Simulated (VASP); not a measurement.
# WSe2 (P2_1/m) in VASP: single point with PBEsol

Aim: the single point of WSe2 with PBEsol.

Program: VASP 6.6.1. These are calculated values, not measurements. Logs are shortened: lines on timing, memory, paths and dates and some standing lists are left out, and cuts for length are marked.

## 1. The cell of the first run

The structure is monoclinic, space group P2_1/m (No. 11). Conventional cell: a = 3.271 Å, b = 13.221 Å, c = 3.271 Å, α = 90.00°, β = 120.00°, γ = 90.00°. W (site symmetry m) has 6 Se at 2.52 Å and 6 W at 3.27 Å within 3.3 Å. Within 3.5 Å of Se (site symmetry 1) lie 3 W at 2.52 Å and 8 Se at 3.27 to 3.45 Å.

## 2. Single point, PBEsol (atoms displaced along a vibrational mode)

INCAR

```
SYSTEM = WSe2
PREC = Accurate
ENCUT = 520
EDIFF = 1E-7
ISMEAR = 0
SIGMA = 0.05
LREAL = .False.
LASPH = .True.
NELM = 60
ALGO = Normal
ISIF = 2
LWAVE = .False.
LCHARG = .False.
GGA = PS
NBANDS = 35
```

KPOINTS

```
regular mesh
0
Gamma
  12 12 2
  0 0 0
```

POSCAR

```
WSe2
1.0
    3.2711504299      0.0000000000      0.0000000000
   -1.6355752149      2.8328993719      0.0000000000
    0.0000000000      0.0000000000     13.2206659015
W Se
2 4
Direct
    0.4697202217      0.7665087985      0.2500000000
    0.5302797783      0.2334912015      0.7500000000
    0.1972252672      0.5670286470      0.6233861490
    0.8027747328      0.4329713530      0.1233861490
    0.1972252672      0.5670286470      0.8766138510
    0.8027747328      0.4329713530      0.3766138510
```

Potentials or basis: VASP PAW PBE potentials, release 64 (W_sv, Se).

On the command line:

```
> cat potpaw_PBE.64/W_sv/POTCAR potpaw_PBE.64/Se/POTCAR > POTCAR
> mpirun -np 1 vasp_std > vasp.out
```

OUTCAR:

```text
SYSTEM = WSe2
   PREC = Accurate
   ENCUT = 520
   EDIFF = 1E-7
   ISMEAR = 0
   LREAL = .False.
   LASPH = .True.
   NELM = 60
   ISIF = 2
   GGA = PS

 ion  position               nearest neighbor table
   1  0.470  0.767  0.250-   4 2.52   6 2.52   4 2.52   6 2.52   4 2.52   6 2.52
   2  0.530  0.233  0.750-   3 2.52   5 2.52   3 2.52   5 2.52   3 2.52   5 2.52
   3  0.197  0.567  0.623-   2 2.52   2 2.52   2 2.52
   4  0.803  0.433  0.123-   1 2.52   1 2.52   1 2.52
   5  0.197  0.567  0.877-   2 2.52   2 2.52   2 2.52
   6  0.803  0.433  0.377-   1 2.52   1 2.52   1 2.52

  LATTYP: Found a hexagonal cell.
 ALAT       =     3.2711504299
 C/A-ratio  =     4.0415952078

  Lattice vectors:

 A1 = (   3.2711504299,   0.0000000000,   0.0000000000)
 A2 = (  -1.6355752149,   2.8328993719,   0.0000000000)
 A3 = (   0.0000000000,   0.0000000000,  13.2206659015)

Analysis of symmetry for initial positions (statically):
=====================================================================
 Subroutine PRICEL returns:
 Original cell was already a primitive cell.

 Routine SETGRP: Setting up the symmetry group for a
 hexagonal supercell.

 Subroutine GETGRP returns: Found  4 space group operations
 (whereof  2 operations were pure point group operations)
 out of a pool of 24 trial point group operations.

The static configuration has the point symmetry S_2 .
 The point group associated with its full space group is C_2h.

Analysis of symmetry for dynamics (positions and initial velocities):
=====================================================================
 Subroutine PRICEL returns:
 Original cell was already a primitive cell.

 Routine SETGRP: Setting up the symmetry group for a
 hexagonal supercell.

 Subroutine GETGRP returns: Found  4 space group operations
 (whereof  2 operations were pure point group operations)
 out of a pool of 24 trial point group operations.

The dynamic configuration has the point symmetry S_2 .
 The point group associated with its full space group is C_2h.

 Subroutine INISYM returns: Found  4 space group operations
 (whereof  2 operations are pure point group operations),
 and found     1 'primitive' translations

----------------------------------------------------------------------------------------

                                     Primitive cell

  volume of cell :     122.5138

  direct lattice vectors                    reciprocal lattice vectors
     3.271150430  0.000000000  0.000000000     0.305702847  0.176497621  0.000000000
    -1.635575215  2.832899372  0.000000000     0.000000000  0.352995242  0.000000000
     0.000000000  0.000000000 13.220665902     0.000000000  0.000000000  0.075639155

  length of vectors
     3.271150430  3.271150430 13.220665902     0.352995242  0.352995242  0.075639155

  position of ions in fractional coordinates (direct lattice)
     0.469720222  0.766508798  0.250000000
     0.530279778  0.233491202  0.750000000
     0.197225267  0.567028647  0.623386149
     0.802774733  0.432971353  0.123386149
     0.197225267  0.567028647  0.876613851
     0.802774733  0.432971353  0.376613851

  ion indices of the primitive-cell ions
   primitive index   ion index
                 1           1
                 2           2
                 3           3
                 4           4
                 5           5
                 6           6

----------------------------------------------------------------------------------------

 KPOINTS: regular mesh

Automatic generation of k-mesh.
 Grid dimensions read from file:
 generate k-points for:   12   12    2

 Generating k-lattice:

  Cartesian coordinates                     Fractional coordinates (reciprocal lattice)
     0.025475237  0.014708135  0.000000000     0.083333333  0.000000000  0.000000000
     0.000000000  0.029416270  0.000000000     0.000000000  0.083333333  0.000000000
     0.000000000  0.000000000  0.037819578     0.000000000  0.000000000  0.500000000

  Length of vectors
     0.029416270  0.029416270  0.037819578

  Shift w.r.t. Gamma in fractional coordinates (k-lattice)
     0.000000000  0.000000000  0.000000000

 Subroutine IBZKPT returns following result:
 ===========================================

 Found    148 irreducible k-points:

 Following reciprocal coordinates:
            Coordinates               Weight
  0.000000  0.000000  0.000000      1.000000
  0.083333  0.000000  0.000000      2.000000
  0.000000  0.083333  0.000000      2.000000
 -0.083333  0.083333  0.000000      2.000000
  0.166667 -0.000000  0.000000      2.000000
  0.000000  0.166667  0.000000      2.000000
[... 16 lines left out ...]
  0.166667  0.083333  0.000000      2.000000
 -0.083333  0.250000  0.000000      2.000000
 [... further k-points ...]
   k-points           NKPTS =    148   k-points in BZ     NKDIM =    148   number of bands    NBANDS=     35
   number of dos      NEDOS =    301   number of ions     NIONS =      6
   total plane-waves  NPLWV =  56448
   dimension x,y,z NGX =    24 NGY =   24 NGZ =   98
   dimension x,y,z NGXF=    48 NGYF=   48 NGZF=  196
   ions per type =               2   4
   NGX,Y,Z   is equivalent  to a cutoff of  12.20, 12.20, 12.32 a.u.
   NGXF,Y,Z  is equivalent  to a cutoff of  24.39, 24.39, 24.65 a.u.
 SYSTEM =  WSe2
   PREC   = accura    normal or accurate (medium, high low for compatibility)
   ISTART =      0    job   : 0-new  1-cont  2-samecut
   ICHARG =      2    charge: 1-file 2-atom 10-const
   ISPIN  =      1    spin polarized calculation?
   LNONCOLLINEAR =      F non collinear calculations
   LSORBIT =      F    spin-orbit coupling
   LASPH  =      T    aspherical Exc in radial PAW
   ENCUT  =  520.0 eV  38.22 Ry    6.18 a.u.   6.08  6.08 24.58*2*pi/ulx,y,z
   NELM   =     60;   NELMIN=  2; NELMDL= -5     # of ELM steps
   EDIFF  = 0.1E-06   stopping-criterion for ELM
   LREAL  =      F    real-space projection
   EDIFFG = 0.1E-05   stopping-criterion for IOM
   NSW    =      0    number of steps for IOM
   IBRION =     -1    ionic relax: 0-MD 1-quasi-New 2-CG
   NFREE  =      0    steps in history (QN), initial steepest desc. (CG)
   ISIF   =      2    stress and relaxation
   ISYM   =      2    0-nonsym 1-usesym 2-fastsym
   POTIM  = 0.5000    time-step for ionic-motion
   TEBEG  =    0.0;   TEEND  =   0.0 temperature during run
   PSTRESS=    0.0 pullay stress
   NELECT =      52.0000    total number of electrons
   NUPDOWN=      -1.0000    fix difference up-down
   EMIN   =  10.00;   EMAX   =-10.00  energy-range for DOS
   EFERMI =   0.00;   METHOD = LEGACY
   ISMEAR =     0;   SIGMA  =   0.05  broadening in eV -4-tet -1-fermi 0-gaus
   EFERMI_NEDOS =   21; number of points for ismear=-14 and -15
   IALGO  =     38    algorithm
   IMIX   =      4    mixing-type and parameters
     AMIX     =   0.40;   BMIX     =  1.00
     AMIX_MAG =   1.60;   BMIX_MAG =  1.00
  volume/ion in A,a.u.               =      20.42       137.79
  Fermi-wavevector in a.u.,A,eV,Ry     =   1.230309  2.324947 20.594605  1.513661
  Thomas-Fermi vector in A             =   2.365163
   LORBIT       =      0    0 simple, 1 ext, 2 COOP (PROOUT), +10 PAW based schemes
   GGA     = PS    functional components
   LHFCALC =     F    Hartree Fock is set to
   AEXX    =    0.0000 exact exchange contribution
   IVDW    =     0    specifies the selected vdW correction
   LEPSILON=     F    determine dielectric tensor
   LRPA    =     F    only Hartree local field effects (RPA)
 non-spin polarized calculation
 Gauss-broadening in eV      SIGMA  =   0.05
  energy-cutoff  :      520.00
  volume of cell :      122.51
 maximum number of plane-waves:      3354
   NGX = 13   NGY = 13   NGZ = 49

 number of electron      52.0000002 magnetization

 Free energy of the ion-electron system (eV)
  ---------------------------------------------------
  ext. energy  EPLUGINS =         0.00000000
  ---------------------------------------------------
  free energy    TOTEN  =       -46.47123777 eV

  energy without entropy =      -46.47123777  energy(sigma->0) =      -46.47123777

 E-fermi :   6.2539     XC(G=0): -10.8238

 val. band max:        6.0028271014   @ k =   0.0000   0.0000   0.0000
 cond. band min:       6.9903516407   @ k =  -0.1667   0.3333   0.0000
 fundamental gap:      0.9875245393
 Fermi energy:         6.2539478962

 k-point     1 :       0.0000    0.0000    0.0000
  band No.  band energies     occupation
      1     -68.2047      2.00000
      2     -68.2046      2.00000
      3     -32.4729      2.00000
      4     -32.4729      2.00000
      5     -32.3195      2.00000
      6     -32.3195      2.00000
[... 27 lines left out ...]
     34       9.0344      0.00000
     35      10.5252      0.00000

 k-point     2 :       0.0833    0.0000    0.0000
  band No.  band energies     occupation
      1     -68.2039      2.00000
      2     -68.2039      2.00000
      3     -32.4696      2.00000
      4     -32.4696      2.00000
      5     -32.3365      2.00000
      6     -32.3365      2.00000
[... 27 lines left out ...]
     34       9.0355      0.00000
     35      11.1636      0.00000

 k-point     3 :       0.0000    0.0833    0.0000
  band No.  band energies     occupation
      1     -68.2039      2.00000
      2     -68.2039      2.00000
      3     -32.4696      2.00000
      4     -32.4696      2.00000
      5     -32.3361      2.00000
      6     -32.3361      2.00000
[... 27 lines left out ...]
     34       9.0063      0.00000
     35      11.1499      0.00000
[... 723 lines left out ...]
 k-point    23 :       0.1667    0.0833    0.0000
  band No.  band energies     occupation
      1     -68.2001      2.00000
      2     -68.2000      2.00000
      3     -32.4530      2.00000
      4     -32.4530      2.00000
      5     -32.4194      2.00000
      6     -32.4194      2.00000
[... 27 lines left out ...]
     34       9.8762      0.00000
     35      12.5518      0.00000

 k-point    24 :      -0.0833    0.2500    0.0000
  band No.  band energies     occupation
      1     -68.2001      2.00000
      2     -68.2001      2.00000
      3     -32.4530      2.00000
      4     -32.4530      2.00000
      5     -32.4188      2.00000
      6     -32.4188      2.00000
[... 27 lines left out ...]
     34       9.9195      0.00000
     35      12.4486      0.00000

 [... further k-points ...]

------------------------ aborting loop because EDIFF is reached ----------------------------------------

  FORCE on cell =-STRESS in cart. coord.  units (eV):
  Direction    XX          YY          ZZ          XY          YZ          ZX
  --------------------------------------------------------------------------------------
  -------------------------------------------------------------------------------------
  Total        0.4281287      0.3413989      1.3001488     -0.0372918      0.0000000      0.0000000
  in kB        5.5988640      4.4646535     17.0027293     -0.4876843      0.0000000      0.0000000
  external PRESSURE =       9.0220823 kB  Pullay stress =       0.0000000 kB

 VOLUME and BASIS-vectors are now :
 -----------------------------------------------------------------------------
  energy-cutoff  :      520.00
  volume of cell :      122.51
      direct lattice vectors                 reciprocal lattice vectors
     3.271150430  0.000000000  0.000000000     0.305702847  0.176497621  0.000000000
    -1.635575215  2.832899372  0.000000000     0.000000000  0.352995242  0.000000000
     0.000000000  0.000000000 13.220665902     0.000000000  0.000000000  0.075639155

 POSITION                                       TOTAL-FORCE (eV/Angst)
 -----------------------------------------------------------------------------------
      0.28284      2.17144      3.30517        -0.075140     -0.051264      0.000000
      1.35273      0.66146      9.91550         0.075140      0.051264      0.000000
     -0.28226      1.60634      8.24158         0.048399      0.018213      0.030804
      1.91784      1.22656      1.63125        -0.048399     -0.018213      0.030804
     -0.28226      1.60634     11.58942         0.048399      0.018213     -0.030804
      1.91784      1.22656      4.97909        -0.048399     -0.018213     -0.030804
 -----------------------------------------------------------------------------------
    total drift:                                0.000000      0.000000      0.000000

  FREE ENERGIE OF THE ION-ELECTRON SYSTEM (eV)
  ---------------------------------------------------
  free  energy   TOTEN  =       -46.4712377736 eV

  energy  without entropy=      -46.4712377736  energy(sigma->0) =      -46.47123777
```

Wall time 17 min (1 thread of Intel Xeon 8259CL, shared host); peak memory 0.57 GiB.

What came out:

```yaml
Free_energy: -46.4712 eV
Pressure: 0.9 GPa
Largest_force: 0.091 eV/Å
Band_gap_on_the_k_mesh: 0.99 eV (least direct gap 1.62 eV)
```

Forces in eV/Å, atoms in the order of the input:
```
W   -0.075 -0.051  0.000
W    0.075  0.051  0.000
Se   0.048  0.018  0.031
Se  -0.048 -0.018  0.031
Se   0.048  0.018 -0.031
Se  -0.048 -0.018 -0.031
```

Caveat: the cell differs from its parent crystal (atoms displaced along a vibrational mode); the PAW data sets were made with another functional, which shifts forces and pressure a little; spin-orbit coupling is left out, which moves the levels of the heavy elements; this functional lacks dispersion, which binds layers or chains, so the pressure and a relaxed spacing across them are unreliable.
